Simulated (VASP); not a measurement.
# Rh (I4/mmm) in VASP: a series of runs, part 3 of 3

VASP 6.6.1. Earlier steps stand in the parts before.

### Step 4. Single point, PBE (strain +0.0100 x Voigt [0, 1, 0, 0, 0, 0])

File INCAR:

```
ALGO     = Fast           # electronic algorithm
EDIFF    = 1E-7           # SCF threshold, eV
ENCUT    = 520            # plane-wave cutoff, eV
GGA      = PE             # functional
ISIF     = 2              # what is computed and relaxed
ISMEAR   = 0              # smearing method
LASPH    = True           # aspherical terms in the spheres
LCHARG   = False          # write CHGCAR
LREAL    = False          # projectors in reciprocal space
LWAVE    = False          # write WAVECAR
NBANDS   = 14             # bands
NELM     = 100            # most SCF steps
PREC     = Accurate       # precision mode
SIGMA    = 0.15           # smearing width, eV
```

File KPOINTS:

```
k-points
0
Gamma
  22 22 22
```

File POSCAR:

```
Rh
1.0
    0.0000000000      1.9205655000      1.9015500000
    1.9015500000      0.0000000000      1.9015500000
    1.9015500000      1.9205655000      0.0000000000
Rh
1
Direct
    0.0000000000      0.0000000000      0.0000000000
```

Potentials or basis: VASP PAW PBE potentials, release 64 (Rh_pv).

Run with:

```sh
> cat potpaw_PBE.64/Rh_pv/POTCAR > POTCAR
> mpirun -np 1 vasp_std > vasp.out
```

OUTCAR:

```text
EDIFF = 1E-7
   ENCUT = 520
   GGA = PE
   ISIF = 2
   ISMEAR = 0
   LASPH = True
   LREAL = False
   NELM = 100
   PREC = Accurate

 ion  position               nearest neighbor table
   1  0.000  0.000  0.000-

  LATTYP: Found a body centered tetragonal cell.
 ALAT       =     2.6891977995
 C/A-ratio  =     1.4283556980

  Lattice vectors:

 A1 = (   0.0000000000,  -1.9205655000,   1.9015500000)
 A2 = (   0.0000000000,  -1.9205655000,  -1.9015500000)
 A3 = (   1.9015500000,   1.9205655000,   0.0000000000)

Analysis of symmetry for initial positions (statically):
=====================================================================
 Subroutine PRICEL returns:
 Original cell was already a primitive cell.

 Routine SETGRP: Setting up the symmetry group for a
 body centered tetragonal supercell.

 Subroutine GETGRP returns: Found 16 space group operations
 (whereof 16 operations were pure point group operations)
 out of a pool of 16 trial point group operations.

The static configuration has the point symmetry D_4h.

Analysis of symmetry for dynamics (positions and initial velocities):
=====================================================================
[... 162 lines left out ...]
 Fermi energy:        11.7118818946

 k-point     1 :       0.0000    0.0000    0.0000
  band No.  band energies     occupation
      1     -34.6485      2.00000
      2     -34.6430      2.00000
      3     -34.6430      2.00000
      4       3.8342      2.00000
      5       8.6180      2.00000
      6       8.7243      2.00000
      7       8.7243      2.00000
      8      10.6755      2.00000
      9      10.8040      2.00000
     10      27.7230      0.00000
     11      32.2780      0.00000
     12      32.9234      0.00000
     13      33.2259      0.00000
     14      33.2259      0.00000
[... 377 lines left out ...]
      1     -35.3404      2.00000
      2     -34.7545      2.00000
      3     -34.7422      2.00000
      4       5.7546      2.00000
      5       8.5697      2.00000
      6       8.6724      2.00000
      7      11.4677      1.97869
      8      12.1982      0.00000
      9      13.1844      0.00000
     10      20.4328      0.00000
     11      27.3664      0.00000
     12      32.2769      0.00000
     13      32.6220      0.00000
     14      33.0255      0.00000

 [... further k-points ...]
[... 5 lines left out ...]
  --------------------------------------------------------------------------------------
  -------------------------------------------------------------------------------------
  Total        0.3347384      0.1278901      0.3347384      0.0000000      0.0000000      0.0000000
  in kB       38.6137125     14.7527428     38.6137125      0.0000000      0.0000000      0.0000000
  external PRESSURE =      30.6600559 kB  Pullay stress =       0.0000000 kB

 VOLUME and BASIS-vectors are now :
 -----------------------------------------------------------------------------
  energy-cutoff  :      520.00
  volume of cell :       13.89
      direct lattice vectors                 reciprocal lattice vectors
     0.000000000  1.920565500  1.901550000    -0.262943388  0.260339988  0.262943388
     1.901550000  0.000000000  1.901550000     0.262943388 -0.260339988  0.262943388
     1.901550000  1.920565500  0.000000000     0.262943388  0.260339988 -0.262943388

 POSITION                                       TOTAL-FORCE (eV/Angst)
 -----------------------------------------------------------------------------------
      0.00000      0.00000      0.00000         0.000000      0.000000     -0.000000
 -----------------------------------------------------------------------------------
    total drift:                                0.000000      0.000000      0.000000

  FREE ENERGIE OF THE ION-ELECTRON SYSTEM (eV)
  ---------------------------------------------------
  free  energy   TOTEN  =        -7.2639779639 eV

  energy  without entropy=       -7.2486354280  energy(sigma->0) =       -7.25630670
```

OSZICAR:

```text
N       E                     dE             d eps       ncg     rms          rms(c)
DAV:   1     0.120806578903E+03    0.12081E+03   -0.87732E+03 23466   0.115E+03
DAV:   2    -0.616780281474E+01   -0.12697E+03   -0.12132E+03 25956   0.341E+02
DAV:   3    -0.775790954933E+01   -0.15901E+01   -0.15871E+01 27900   0.419E+01
DAV:   4    -0.776374451352E+01   -0.58350E-02   -0.58346E-02 27014   0.262E+00
DAV:   5    -0.776379655414E+01   -0.52041E-04   -0.52041E-04 27354   0.218E-01    0.989E+00
RMM:   6    -0.728221620593E+01    0.48158E+00   -0.78915E-01 24922   0.871E+00    0.347E+00
RMM:   7    -0.726721484735E+01    0.15001E-01   -0.30307E-02 25588   0.188E+00    0.161E+00
RMM:   8    -0.726424274942E+01    0.29721E-02   -0.55052E-03 27621   0.833E-01    0.227E-01
RMM:   9    -0.726397146120E+01    0.27129E-03   -0.60197E-04 28614   0.274E-01    0.153E-02
RMM:  10    -0.726398045810E+01   -0.89969E-05   -0.67073E-05 28788   0.105E-01    0.144E-02
RMM:  11    -0.726397786747E+01    0.25906E-05   -0.41412E-06 28992   0.255E-02    0.184E-03
RMM:  12    -0.726397796392E+01   -0.96453E-07   -0.84459E-07 27027   0.120E-02
   1 F= -.72639780E+01 E0= -.72563067E+01  d E =-.153425E-01
```

stdout:

```text
POSCAR found type information on POSCAR Rh
 POSCAR found :  1 types and       1 ions
 scaLAPACK will be used
 LDA part: xc-table for (Slater+PW92), standard interpolation
 POSCAR, INCAR and KPOINTS ok, starting setup
 FFT: planning ... GRIDC
 FFT: planning ... GRID_SOFT
 FFT: planning ... GRID
 WAVECAR not read
 entering main loop
WARNING in EDDRMM: call to ZHEGV failed, returncode =   8  4     13
WARNING in EDDRMM: call to ZHEGV failed, returncode =   8  4     13
WARNING in EDDRMM: call to ZHEGV failed, returncode =   8  4     13
WARNING in EDDRMM: call to ZHEGV failed, returncode =   8  4     13
```

Wall time 53 s (1 thread of Intel Xeon 6975P-C (Granite Rapids), shared host); peak memory 0.25 GiB.

Results:

```
Free energy : -7.2640 eV
Pressure    : 3.1 GPa
```

Caveat: the cell differs from its parent crystal (strain +0.0100 x Voigt [0, 1, 0, 0, 0, 0]).

### Step 5. Single point, PBE (strain +0.0200 x Voigt [0, 1, 0, 0, 0, 0])

File INCAR:

```
SYSTEM = Rh
ALGO = Fast
EDIFF = 1E-7
ENCUT = 520
GGA = PE
ISIF = 2
ISMEAR = 0
LASPH = .True.
LCHARG = .False.
LREAL = .False.
LWAVE = .False.
NBANDS = 14
NELM = 60
PREC = Accurate
SIGMA = 0.15
```

File KPOINTS:

```
k-points
0
Gamma
  22 22 22
  0 0 0
```

File POSCAR:

```
Rh
1.0
    0.0000000000      1.9395810000      1.9015500000
    1.9015500000      0.0000000000      1.9015500000
    1.9015500000      1.9395810000      0.0000000000
Rh
1
Direct
    0.0000000000      0.0000000000      0.0000000000
```

Run with:

```sh
> cat potpaw_PBE.64/Rh_pv/POTCAR > POTCAR
> mpirun -np 1 vasp_std > vasp.out
```

Run time: 55 s. Hardware: 1 thread of Intel Xeon 6975P-C (Granite Rapids), shared host; peak memory 0.25 GiB.

It converged, with:

```yaml
Free_energy: -7.2636 eV
Pressure: 0.5 GPa
```

Stress tensor (GPa, compression positive):
```
 2.04  0.00  0.00
 0.00 -2.60  0.00
 0.00  0.00  2.04
```

Levels at points of the mesh, in eV from the Fermi level:
```csv
k point,band 5,band 6,band 7,band 8,band 9,band 10
"(0.00, 0.00, 0.00)",-3.12,-2.90,-2.90,-1.09,-0.83,16.02
"(0.50, 0.00, 0.00)",-3.16,-2.94,0.50,0.61,0.76,8.45
"(0.50, 0.50, 0.00)",-5.76,0.52,0.87,1.05,3.39,12.21
"(0.50, 0.00, 0.50)",-5.75,0.54,0.94,0.94,2.97,11.67
```

Caveat: the cell differs from its parent crystal (strain +0.0200 x Voigt [0, 1, 0, 0, 0, 0]).

### Step 6. Single point, PBE (strain +0.0175 x Voigt [0, 1, 0, 0, 0, 0])

File INCAR:

```
  PREC = Accurate
  ENCUT = 520
  EDIFF = 1E-7
  ISMEAR = 0
  SIGMA = 0.15
  LREAL = F
  LASPH = T
  NELM = 80
  ALGO = Fast
  ISIF = 2
  LWAVE = F
  LCHARG = T
  GGA = PE
  LELF = T
  LVHAR = T
  NBANDS = 14
```

File KPOINTS:

```
Automatic mesh
0
Gamma
  22 22 22
```

File POSCAR:

```
Rh
1.0
    0.0000000000      1.9348271250      1.9015500000
    1.9015500000      0.0000000000      1.9015500000
    1.9015500000      1.9348271250      0.0000000000
Rh
1
Direct
    0.0000000000      0.0000000000      0.0000000000
```

Potentials or basis: VASP PAW PBE potentials, release 64 (Rh_pv).

Run with:

```sh
> cat potpaw_PBE.64/Rh_pv/POTCAR > POTCAR
> mpirun -np 1 vasp_std > vasp.out
```

Wall time 58 s (1 thread of Intel Xeon 6975P-C (Granite Rapids), shared host); peak memory 0.24 GiB.

Results (log left out):

```yaml
Free_energy: -7.2640 eV
Pressure: 1.1 GPa
```

Stress tensor (GPa, compression positive):
```
 2.48  0.00  0.00
 0.00 -1.61  0.00
 0.00  0.00  2.48
```

Levels at points of the mesh, in eV from the Fermi level:
| k point | band 5 | band 6 | band 7 | band 8 | band 9 | band 10 |
| --- | --- | --- | --- | --- | --- | --- |
| (0.00, 0.00, 0.00) | -3.11 | -2.93 | -2.93 | -1.07 | -0.85 | 16.02 |
| (0.50, 0.00, 0.00) | -3.16 | -2.97 | 0.51 | 0.60 | 0.76 | 8.47 |
| (0.50, 0.50, 0.00) | -5.78 | 0.52 | 0.88 | 1.05 | 3.37 | 12.22 |
| (0.50, 0.00, 0.50) | -5.77 | 0.54 | 0.95 | 0.95 | 3.01 | 11.74 |

Caveat: the cell differs from its parent crystal (strain +0.0175 x Voigt [0, 1, 0, 0, 0, 0]).

### Step 7. Overview

| cell | further INCAR settings | gap on the mesh (eV) | pressure (GPa) |
| --- | --- | --- | --- |
| a = 2.696, b = 2.689 Å, angles 60.1, 59.8, 60.1°, 1 atom | ALGO = Fast; EDIFF = 1e-06; NBANDS = 14 | none | 4.4 |
| a = 2.709, b = 2.689 Å, angles 60.2, 59.5, 60.2°, 1 atom | ALGO = Fast; EDIFF = 1e-06; NBANDS = 14 | none | 1.8 |
| a = 2.703, b = 2.689 Å, angles 60.2, 59.7, 60.2°, 1 atom | ALGO = Fast; EDIFF = 1e-07; NBANDS = 14 | none | 3.1 |
| a = 2.716, b = 2.689 Å, angles 60.3, 59.3, 60.3°, 1 atom | ALGO = Fast; EDIFF = 1e-07; NBANDS = 14 | none | 0.5 |
| a = 2.713, b = 2.689 Å, angles 60.3, 59.4, 60.3°, 1 atom | ALGO = Fast; EDIFF = 1e-07; NBANDS = 14 | none | 1.1 |

Alike in all rows: task single point; level PBE; potentials or basis VASP PAW PBE potentials, release 64 (Rh_pv); no spin polarisation; k mesh 22 × 22 × 22; cutoff (eV) 520; smearing gaussian 0.15 eV.

Total energies depend on the potentials used, so only differences within one code and one set of settings carry meaning.
